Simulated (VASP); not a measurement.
Write the native input for VASP 6.6.1 that does the following.

```yaml
Task: single point
Functional: PBE
Potentials_or_basis: VASP PAW PBE potentials, release 64 (Si, F)
Cutoff: 520 eV
k_mesh: 6 × 6 × 6
Occupations: gaussian, width 0.1 eV
Spin: no spin polarisation
Dipole_correction: no
Further_INCAR_settings: ALGO = Normal; EDIFF = 1e-06; NBANDS = 12
```

The structure of SiF lies in POSCAR:

```
SiF
1.0
    1.3386763020      0.7728851233      3.8965908886
   -1.3386763020      0.7728851233      3.8965908886
    0.0000000000     -1.5457702466      3.8965908886
Si F
1 1
Direct
    0.5000000000      0.5000000000      0.5000000000
    0.0000000000      0.0000000000      0.0000000000
```

These files were run (other wordings do the same):

INCAR

```
SYSTEM = SiF
PREC = Accurate
ENCUT = 520
EDIFF = 1E-6
ISMEAR = 0
SIGMA = 0.1
LREAL = .FALSE.
LASPH = .TRUE.
NELM = 60
ALGO = Normal
ISIF = 2
LWAVE = .FALSE.
LCHARG = .TRUE.
GGA = PE
LELF = .TRUE.
LVHAR = .TRUE.
NBANDS = 12
```

KPOINTS

```
Automatic mesh
0
G
  6 6 6
  0 0 0
```

Potentials or basis: VASP PAW PBE potentials, release 64 (Si, F).

Command:

```sh
$ cat potpaw_PBE.64/Si/POTCAR potpaw_PBE.64/F/POTCAR > POTCAR
$ mpirun -np 1 vasp_std > vasp.out
```

It gave:

```yaml
Pressure: -0.1 GPa
```

Caveat: the k points lie up to 0.46 Å⁻¹ apart; an odd number of electrons without spin polarisation forces a metal; a magnetic or distorted state may lie lower.

Wall time 14 s on 1 thread of AMD EPYC 7R13 Processor (Zen 3), on a shared host, peak memory 0.13 GiB.
